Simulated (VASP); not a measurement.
A run of VASP 6.6.1:

INCAR

```
SYSTEM = Li5Be
PREC = Accurate
ENCUT = 520
EDIFF = 1E-6
ISMEAR = -1
SIGMA = 0.08
LREAL = .FALSE.
LASPH = .TRUE.
NELM = 100
ALGO = Normal
ISIF = 2
LWAVE = .FALSE.
LCHARG = .TRUE.
LDIPOL = .TRUE.
IDIPOL = 3
DIPOL = 0.5 0.5 0.500
GGA = PE
LELF = .TRUE.
LVHAR = .TRUE.
LVACPOTAV = .TRUE.
NBANDS = 18
```

File KPOINTS:

```
regular mesh
0
G
  9 9 1
  0 0 0
```

Contents of POSCAR:

```
Li5Be
1.0
    4.8518899234      0.0000000000      0.0000000000
   -2.4259449617      4.2018599300      0.0000000000
    0.0000000000      0.0000000000     24.9519000000
Li Be
5 1
Direct
    0.1666666667      0.3333333333      0.4021053712
    0.5000000000      1.0000000000      0.4444409468
    0.1666666667      0.3333333333      0.5213506650
    0.5000000000      1.0000000000      0.5555590567
    0.8333333333      0.6666666667      0.5978946165
    0.8333333333      0.6666666667      0.4786493434
```

Potentials or basis: VASP PAW PBE potentials, release 64 (Li_sv, Be).

Launch:

```console
$ cat potpaw_PBE.64/Li_sv/POTCAR potpaw_PBE.64/Be/POTCAR > POTCAR
$ mpirun -np 1 vasp_std > vasp.out
```

Hardware: 1 thread of Intel Xeon 8259CL, on a shared host.

**Question.** Estimate the wall time of this run.

**Answer.** Wall time 4.6 min on 1 thread of Intel Xeon 8259CL, with other jobs on the host, peak memory 0.59 GiB. Counts: scf iterations 22, k points 12.
